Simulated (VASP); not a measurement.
# CaO (F-43m) in VASP: notebook

Runs on CaO. Level: HSE06. Tasks: single point.

All numbers are computed with VASP 6.6.1; they aren't measurements. Logs are shortened: lines on timing, memory, paths and dates and some standing lists are left out, and cuts for length are marked.

## Step 1: The cell of the first run

Symmetry: F-43m, No. 216, cubic system. The conventional cell has a = 5.213 Å, b = 5.213 Å, c = 5.213 Å, α = 90.00°, β = 90.00°, γ = 90.00°. Within 3.0 Å of Ca (site symmetry -43m) lie 4 O at 2.26 Å. Within 3.0 Å of O (site symmetry -43m) lie 4 Ca at 2.26 Å.

## Step 2: Single point, HSE06

The input, POSCAR:

```
CaO
1.0
    0.0000000000      2.6067317416      2.6067317416
    2.6067317416      0.0000000000      2.6067317416
    2.6067317416      2.6067317416      0.0000000000
Ca O
1 1
Direct
    0.0000000000      0.0000000000      0.0000000000
    0.2500000000      0.2500000000      0.2500000000
```

The input, INCAR.step1:

```
PREC = Accurate
ENCUT = 520
EDIFF = 1E-5
ISMEAR = 0
SIGMA = 0.01
LREAL = False
LASPH = True
NELM = 80
ALGO = Normal
ISIF = 2
LWAVE = True
LCHARG = False
GGA = PE
NBANDS = 15
```

The input, INCAR.step2:

```
PREC = Accurate
ENCUT = 520
EDIFF = 1E-6
ISMEAR = 0
SIGMA = 0.01
LREAL = False
LASPH = True
NELM = 80
ALGO = Normal
ISIF = 2
LWAVE = False
LCHARG = False
GGA = PE
LHFCALC = True
HFSCREEN = 0.2079
PRECFOCK = Normal
ISTART = 1
NBANDS = 15
```

The input, KPOINTS:

```
Automatic mesh
0
Gamma
  6 6 6
```

Potentials or basis: VASP PAW PBE potentials, release 64 (Ca_sv, O).

Launch:

```sh
$ cat potpaw_PBE.64/Ca_sv/POTCAR potpaw_PBE.64/O/POTCAR > POTCAR
$ cp INCAR.step1 INCAR
$ mpirun -np 1 vasp_std > vasp.out
$ cp INCAR.step2 INCAR
$ mpirun -np 1 vasp_std > vasp.out
```

OUTCAR:

```text
PREC = Accurate
   ENCUT = 520
   EDIFF = 1E-6
   ISMEAR = 0
   LREAL = False
   LASPH = True
   NELM = 80
   ISIF = 2
   GGA = PE
   LHFCALC = True
   HFSCREEN = 0.2079
   PRECFOCK = Normal
   ISTART = 1

 ion  position               nearest neighbor table
   1  0.000  0.000  0.000-   2 2.26   2 2.26   2 2.26   2 2.26
   2  0.250  0.250  0.250-   1 2.26   1 2.26   1 2.26   1 2.26

  LATTYP: Found a face centered cubic cell.
 ALAT       =     5.2134634832

  Lattice vectors:

 A1 = (   0.0000000000,   2.6067317416,   2.6067317416)
 A2 = (   2.6067317416,   0.0000000000,   2.6067317416)
 A3 = (   2.6067317416,   2.6067317416,   0.0000000000)

Analysis of symmetry for initial positions (statically):
=====================================================================
 Subroutine PRICEL returns:
 Original cell was already a primitive cell.

 Routine SETGRP: Setting up the symmetry group for a
 face centered cubic supercell.

 Subroutine GETGRP returns: Found 24 space group operations
 (whereof 24 operations were pure point group operations)
 out of a pool of 48 trial point group operations.

The static configuration has the point symmetry T_d .

Analysis of symmetry for dynamics (positions and initial velocities):
=====================================================================
 Subroutine PRICEL returns:
 Original cell was already a primitive cell.

 Routine SETGRP: Setting up the symmetry group for a
 face centered cubic supercell.

 Subroutine GETGRP returns: Found 24 space group operations
 (whereof 24 operations were pure point group operations)
 out of a pool of 48 trial point group operations.

The dynamic configuration has the point symmetry T_d .

 Subroutine INISYM returns: Found 24 space group operations
 (whereof 24 operations are pure point group operations),
 and found     1 'primitive' translations

----------------------------------------------------------------------------------------

                                     Primitive cell

  volume of cell :      35.4257

  direct lattice vectors                    reciprocal lattice vectors
     0.000000000  2.606731742  2.606731742    -0.191811068  0.191811068  0.191811068
     2.606731742  0.000000000  2.606731742     0.191811068 -0.191811068  0.191811068
     2.606731742  2.606731742  0.000000000     0.191811068  0.191811068 -0.191811068

  length of vectors
     3.686475382  3.686475382  3.686475382     0.332226516  0.332226516  0.332226516

  position of ions in fractional coordinates (direct lattice)
     0.000000000  0.000000000  0.000000000
     0.250000000  0.250000000  0.250000000

  ion indices of the primitive-cell ions
   primitive index   ion index
                 1           1
                 2           2

----------------------------------------------------------------------------------------

 KPOINTS: Automatic mesh

Automatic generation of k-mesh.
 Grid dimensions read from file:
 generate k-points for:    6    6    6

 Generating k-lattice:

  Cartesian coordinates                     Fractional coordinates (reciprocal lattice)
    -0.031968511  0.031968511  0.031968511     0.166666667  0.000000000  0.000000000
     0.031968511 -0.031968511  0.031968511     0.000000000  0.166666667  0.000000000
     0.031968511  0.031968511 -0.031968511     0.000000000  0.000000000  0.166666667

  Length of vectors
     0.055371086  0.055371086  0.055371086

  Shift w.r.t. Gamma in fractional coordinates (k-lattice)
     0.000000000  0.000000000  0.000000000

 Subroutine IBZKPT returns following result:
 ===========================================

 Found     16 irreducible k-points:

 Following reciprocal coordinates:
            Coordinates               Weight
  0.000000  0.000000  0.000000      1.000000
  0.166667  0.000000  0.000000      8.000000
  0.333333  0.000000  0.000000      8.000000
  0.500000  0.000000  0.000000      4.000000
  0.166667  0.166667  0.000000      6.000000
  0.333333  0.166667  0.000000     24.000000
[... 8 lines left out ...]
 -0.333333  0.333333  0.166667     24.000000
 -0.333333  0.500000  0.166667     12.000000
   k-points           NKPTS =     16   k-points in BZ     NKDIM =    216   number of bands    NBANDS=     15
   number of dos      NEDOS =    301   number of ions     NIONS =      2
   total plane-waves  NPLWV =  21952
   dimension x,y,z NGX =    28 NGY =   28 NGZ =   28
   dimension x,y,z NGXF=    56 NGYF=   56 NGZF=   56
   ions per type =               1   1
   NGX,Y,Z   is equivalent  to a cutoff of  12.63, 12.63, 12.63 a.u.
   NGXF,Y,Z  is equivalent  to a cutoff of  25.25, 25.25, 25.25 a.u.
 SYSTEM =  unknown system
   PREC   = accura    normal or accurate (medium, high low for compatibility)
   ISTART =      1    job   : 0-new  1-cont  2-samecut
   ICHARG =      0    charge: 1-file 2-atom 10-const
   ISPIN  =      1    spin polarized calculation?
   LNONCOLLINEAR =      F non collinear calculations
   LSORBIT =      F    spin-orbit coupling
   LASPH  =      T    aspherical Exc in radial PAW
   ENCUT  =  520.0 eV  38.22 Ry    6.18 a.u.   6.85  6.85  6.85*2*pi/ulx,y,z
   NELM   =     80;   NELMIN=  2; NELMDL=  0     # of ELM steps
   EDIFF  = 0.1E-05   stopping-criterion for ELM
   LREAL  =      F    real-space projection
   EDIFFG = 0.1E-04   stopping-criterion for IOM
   NSW    =      0    number of steps for IOM
   IBRION =     -1    ionic relax: 0-MD 1-quasi-New 2-CG
   NFREE  =      0    steps in history (QN), initial steepest desc. (CG)
   ISIF   =      2    stress and relaxation
   ISYM   =      3    0-nonsym 1-usesym 2-fastsym
   POTIM  = 0.5000    time-step for ionic-motion
   TEBEG  =    0.0;   TEEND  =   0.0 temperature during run
   PSTRESS=    0.0 pullay stress
   NELECT =      16.0000    total number of electrons
   NUPDOWN=      -1.0000    fix difference up-down
   EMIN   =  10.00;   EMAX   =-10.00  energy-range for DOS
   EFERMI =   0.00;   METHOD = LEGACY
   ISMEAR =     0;   SIGMA  =   0.01  broadening in eV -4-tet -1-fermi 0-gaus
   EFERMI_NEDOS =   21; number of points for ismear=-14 and -15
   IALGO  =     38    algorithm
   IMIX   =      1    mixing-type and parameters
     AMIX     =   0.40;   BMIX     =  1.00
     AMIX_MAG =   1.60;   BMIX_MAG =  1.00
  volume/ion in A,a.u.               =      17.71       119.53
  Fermi-wavevector in a.u.,A,eV,Ry     =   1.256055  2.373599 21.465543  1.577673
  Thomas-Fermi vector in A             =   2.389781
   LORBIT       =      0    0 simple, 1 ext, 2 COOP (PROOUT), +10 PAW based schemes
   GGA     = PE    functional components
   LHFCALC =     T    Hartree Fock is set to
   PRECFOCK=normal    Normal, Fast or Accurate (Low or Medium for compatibility)
   ENCUT4O =  -1.0   cutoff for four orbital integrals eV
   NKREDX  =     1    reduce k-point grid by
   NKREDY  =     1    reduce k-point grid by
   NKREDZ  =     1    reduce k-point grid by
   AEXX    =    0.2500 exact exchange contribution
   HFSCREEN=    0.2079 screening length (either q_TF or 0.3 A-1)
   HFSCREENC=   0.2079 screening length for correlation (either q_TF or 0.3 A-1)
   ENCUTFOCK=  -1.0 apply spherical cutoff to Coloumb kernel
   IVDW    =     0    specifies the selected vdW correction
   LEPSILON=     F    determine dielectric tensor
   LRPA    =     F    only Hartree local field effects (RPA)
 non-spin polarized calculation
 Gauss-broadening in eV      SIGMA  =   0.01
  energy-cutoff  :      520.00
  volume of cell :       35.43
 maximum number of plane-waves:       962
  NGX = 24; NGY = 24; NGZ = 24

 number of electron      15.9999998 magnetization

 Free energy of the ion-electron system (eV)
  ---------------------------------------------------
  ext. energy  EPLUGINS =         0.00000000
  ---------------------------------------------------
  free energy    TOTEN  =       -14.45038529 eV

  energy without entropy =      -14.45038529  energy(sigma->0) =      -14.45038529

 E-fermi :  -0.5074     XC(G=0):  -7.4695

 val. band max:       -0.5811806641   @ k =   0.5000   0.5000   0.0000
 cond. band min:       4.1306801584   @ k =   0.0000   0.0000   0.0000
 fundamental gap:      4.7118608225
 Fermi energy:        -0.5073593755

 k-point     1 :       0.0000    0.0000    0.0000
  band No.  band energies     occupation
      1     -40.2529      2.00000
      2     -19.7200      2.00000
      3     -19.7200      2.00000
      4     -19.7200      2.00000
      5     -16.8138      2.00000
      6      -1.2042      2.00000
      7      -1.2042      2.00000
      8      -1.2042      2.00000
      9       4.1307      0.00000
     10       9.5328      0.00000
     11       9.5328      0.00000
     12      11.2281      0.00000
     13      11.2281      0.00000
     14      11.2281      0.00000
     15      17.7557      0.00000

 k-point     2 :       0.1667    0.0000    0.0000
  band No.  band energies     occupation
      1     -40.2411      2.00000
      2     -19.9697      2.00000
      3     -19.7351      2.00000
      4     -19.7351      2.00000
      5     -16.5668      2.00000
      6      -1.4577      2.00000
      7      -1.1301      2.00000
      8      -1.1301      2.00000
      9       5.0514      0.00000
     10       9.2150      0.00000
     11       9.2150      0.00000
     12      10.7883      0.00000
     13      11.5169      0.00000
     14      11.5169      0.00000
     15      15.3375      0.00000
[... 221 lines left out ...]
      3     -19.9452      2.00000
      4     -19.8395      2.00000
      5     -15.8263      2.00000
      6      -1.4266      2.00000
      7      -1.1916      2.00000
      8      -0.6892      2.00000
      9       6.2742      0.00000
     10       7.8976      0.00000
     11       9.7594      0.00000
     12      11.1529      0.00000
     13      11.4316      0.00000
     14      12.6727      0.00000
     15      14.1654      0.00000

 k-point    16 :      -0.3333    0.5000    0.1667
  band No.  band energies     occupation
      1     -40.1897      2.00000
      2     -20.5958      2.00000
      3     -19.9321      2.00000
      4     -19.8765      2.00000
      5     -15.7743      2.00000
      6      -1.7121      2.00000
      7      -0.9283      2.00000
      8      -0.5816      2.00000
      9       5.9787      0.00000
     10       7.7172      0.00000
     11      10.2378      0.00000
     12      10.9171      0.00000
     13      11.6299      0.00000
     14      13.7792      0.00000
     15      14.8890      0.00000

------------------------ aborting loop because EDIFF is reached ----------------------------------------

  FORCE on cell =-STRESS in cart. coord.  units (eV):
  Direction    XX          YY          ZZ          XY          YZ          ZX
  --------------------------------------------------------------------------------------
  -------------------------------------------------------------------------------------
  Total        0.1404638      0.1404638      0.1404638      0.0000000     -0.0000000     -0.0000000
  in kB        6.3526667      6.3526667      6.3526667      0.0000000     -0.0000000     -0.0000000
  external PRESSURE =       6.3526667 kB  Pullay stress =       0.0000000 kB

 VOLUME and BASIS-vectors are now :
 -----------------------------------------------------------------------------
  energy-cutoff  :      520.00
  volume of cell :       35.43
      direct lattice vectors                 reciprocal lattice vectors
     0.000000000  2.606731742  2.606731742    -0.191811068  0.191811068  0.191811068
     2.606731742  0.000000000  2.606731742     0.191811068 -0.191811068  0.191811068
     2.606731742  2.606731742  0.000000000     0.191811068  0.191811068 -0.191811068

 POSITION                                       TOTAL-FORCE (eV/Angst)
 -----------------------------------------------------------------------------------
      0.00000      0.00000      0.00000        -0.000000      0.000000      0.000000
      1.30337      1.30337      1.30337         0.000000     -0.000000     -0.000000
 -----------------------------------------------------------------------------------
    total drift:                                0.000002     -0.000000      0.000000

  FREE ENERGIE OF THE ION-ELECTRON SYSTEM (eV)
  ---------------------------------------------------
  free  energy   TOTEN  =       -14.4503852888 eV

  energy  without entropy=      -14.4503852888  energy(sigma->0) =      -14.45038529
```

Run time: 59 min. Hardware: 1 thread of Intel Xeon 8259CL, shared host; peak memory 0.29 GiB.

Results:

| Quantity | Value |
| --- | --- |
| Free energy | -14.4504 eV |
| Pressure | 0.6 GPa |
| Band gap on the k mesh | 4.71 eV (least direct gap 5.33 eV) |

Caveat: the PAW data sets were made with another functional, which shifts forces and pressure a little. A k mesh can miss the band edges.

## Step 3: Single point, HSE06

POSCAR is that of step 2.

The input, INCAR.step1:

```
SYSTEM = CaO
  ALGO = Normal
  EDIFF = 1E-5
  ENCUT = 520
  GGA = PE
  ISIF = 2
  ISMEAR = 0
  LASPH = .TRUE.
  LCHARG = .FALSE.
  LREAL = .FALSE.
  LWAVE = .TRUE.
  NBANDS = 15
  NELM = 60
  PREC = Accurate
  SIGMA = 0.01
```

The input, INCAR.step2:

```
SYSTEM = CaO
  ALGO = Normal
  EDIFF = 1E-6
  ENCUT = 520
  GGA = PE
  HFSCREEN = 0.2079
  ISIF = 2
  ISMEAR = 0
  ISTART = 1
  LASPH = .TRUE.
  LCHARG = .FALSE.
  LHFCALC = .TRUE.
  LREAL = .FALSE.
  LWAVE = .FALSE.
  NBANDS = 15
  NELM = 60
  PREC = Accurate
  PRECFOCK = Normal
  SIGMA = 0.01
```

The input, KPOINTS:

```
k-points
0
G
  6 6 6
  0 0 0
```

Potentials or basis: VASP PAW PBE potentials, release 64 (Ca_sv, O).

Launch:

```sh
$ cat potpaw_PBE.64/Ca_sv/POTCAR potpaw_PBE.64/O/POTCAR > POTCAR
$ cp INCAR.step1 INCAR
$ mpirun -np 1 vasp_std > vasp.out
$ cp INCAR.step2 INCAR
$ mpirun -np 1 vasp_std > vasp.out
```

OUTCAR:

```text
SYSTEM = CaO
   EDIFF = 1E-6
   ENCUT = 520
   GGA = PE
   HFSCREEN = 0.2079
   ISIF = 2
   ISMEAR = 0
   ISTART = 1
   LASPH = .TRUE.
   LHFCALC = .TRUE.
   LREAL = .FALSE.
   NELM = 60
   PREC = Accurate
   PRECFOCK = Normal

 ion  position               nearest neighbor table
   1  0.000  0.000  0.000-   2 2.26   2 2.26   2 2.26   2 2.26
   2  0.250  0.250  0.250-   1 2.26   1 2.26   1 2.26   1 2.26

  LATTYP: Found a face centered cubic cell.
 ALAT       =     5.2134634832

  Lattice vectors:

 A1 = (   0.0000000000,   2.6067317416,   2.6067317416)
 A2 = (   2.6067317416,   0.0000000000,   2.6067317416)
 A3 = (   2.6067317416,   2.6067317416,   0.0000000000)

Analysis of symmetry for initial positions (statically):
=====================================================================
 Subroutine PRICEL returns:
 Original cell was already a primitive cell.

 Routine SETGRP: Setting up the symmetry group for a
 face centered cubic supercell.

 Subroutine GETGRP returns: Found 24 space group operations
 (whereof 24 operations were pure point group operations)
 out of a pool of 48 trial point group operations.

The static configuration has the point symmetry T_d .

Analysis of symmetry for dynamics (positions and initial velocities):
=====================================================================
 Subroutine PRICEL returns:
 Original cell was already a primitive cell.

 Routine SETGRP: Setting up the symmetry group for a
 face centered cubic supercell.

 Subroutine GETGRP returns: Found 24 space group operations
 (whereof 24 operations were pure point group operations)
 out of a pool of 48 trial point group operations.

The dynamic configuration has the point symmetry T_d .

 Subroutine INISYM returns: Found 24 space group operations
 (whereof 24 operations are pure point group operations),
 and found     1 'primitive' translations

[... 121 lines left out ...]
   IVDW    =     0    specifies the selected vdW correction
   LEPSILON=     F    determine dielectric tensor
   LRPA    =     F    only Hartree local field effects (RPA)
 non-spin polarized calculation
 Gauss-broadening in eV      SIGMA  =   0.01
  energy-cutoff  :      520.00
  volume of cell :       35.43
 maximum number of plane-waves:       962
  NGX = 24; NGY = 24; NGZ = 24

 number of electron      15.9999998 magnetization

 Free energy of the ion-electron system (eV)
  ---------------------------------------------------
  ext. energy  EPLUGINS =         0.00000000
  ---------------------------------------------------
  free energy    TOTEN  =       -14.45038529 eV

  energy without entropy =      -14.45038529  energy(sigma->0) =      -14.45038529

 E-fermi :  -0.5074     XC(G=0):  -7.4695

 val. band max:       -0.5811806641   @ k =   0.5000   0.5000   0.0000
 cond. band min:       4.1306801584   @ k =   0.0000   0.0000   0.0000
 fundamental gap:      4.7118608226
 Fermi energy:        -0.5073593754

 k-point     1 :       0.0000    0.0000    0.0000
  band No.  band energies     occupation
      1     -40.2529      2.00000
      2     -19.7200      2.00000
      3     -19.7200      2.00000
      4     -19.7200      2.00000
      5     -16.8138      2.00000
      6      -1.2042      2.00000
      7      -1.2042      2.00000
      8      -1.2042      2.00000
      9       4.1307      0.00000
     10       9.5328      0.00000
     11       9.5328      0.00000
     12      11.2281      0.00000
     13      11.2281      0.00000
     14      11.2281      0.00000
[... 257 lines left out ...]
      2     -20.5958      2.00000
      3     -19.9321      2.00000
      4     -19.8765      2.00000
      5     -15.7743      2.00000
      6      -1.7121      2.00000
      7      -0.9283      2.00000
      8      -0.5816      2.00000
      9       5.9787      0.00000
     10       7.7172      0.00000
     11      10.2378      0.00000
     12      10.9171      0.00000
     13      11.6299      0.00000
     14      13.7792      0.00000
     15      14.8890      0.00000

------------------------ aborting loop because EDIFF is reached ----------------------------------------

  FORCE on cell =-STRESS in cart. coord.  units (eV):
  Direction    XX          YY          ZZ          XY          YZ          ZX
  --------------------------------------------------------------------------------------
  -------------------------------------------------------------------------------------
  Total        0.1404638      0.1404638      0.1404638      0.0000000      0.0000000     -0.0000000
  in kB        6.3526668      6.3526668      6.3526668      0.0000000      0.0000000     -0.0000000
  external PRESSURE =       6.3526668 kB  Pullay stress =       0.0000000 kB

 VOLUME and BASIS-vectors are now :
 -----------------------------------------------------------------------------
  energy-cutoff  :      520.00
  volume of cell :       35.43
      direct lattice vectors                 reciprocal lattice vectors
     0.000000000  2.606731742  2.606731742    -0.191811068  0.191811068  0.191811068
     2.606731742  0.000000000  2.606731742     0.191811068 -0.191811068  0.191811068
     2.606731742  2.606731742  0.000000000     0.191811068  0.191811068 -0.191811068

 POSITION                                       TOTAL-FORCE (eV/Angst)
 -----------------------------------------------------------------------------------
      0.00000      0.00000      0.00000         0.000000      0.000000      0.000000
      1.30337      1.30337      1.30337        -0.000000     -0.000000     -0.000000
 -----------------------------------------------------------------------------------
    total drift:                                0.000002     -0.000000      0.000000

  FREE ENERGIE OF THE ION-ELECTRON SYSTEM (eV)
  ---------------------------------------------------
  free  energy   TOTEN  =       -14.4503852887 eV

  energy  without entropy=      -14.4503852887  energy(sigma->0) =      -14.45038529
```

Wall time 60 min (1 thread of AMD EPYC 7R43 (Zen 3), shared host); peak memory 0.24 GiB.

What came out:

```
Free energy            : -14.4504 eV
Pressure               : 0.6 GPa
Band gap on the k mesh : 4.71 eV (least direct gap 5.33 eV)
```

Levels at points of the mesh, in eV from the valence-band top:
```
           k point  band 5  band 6  band 7  band 8  band 9  band 10  band 11  band 12
(0.00, 0.00, 0.00)  -16.23   -0.62   -0.62   -0.62    4.71    10.11    10.11    11.81
(0.50, 0.00, 0.00)  -15.44   -1.05   -0.35   -0.35    7.85     9.80     9.93     9.93
(0.50, 0.50, 0.00)  -15.21   -1.49    0.00    0.00    6.52     8.44    11.32    11.57
```

Caveat: the PAW data sets were made with another functional, which shifts forces and pressure a little. A k mesh can miss the band edges.
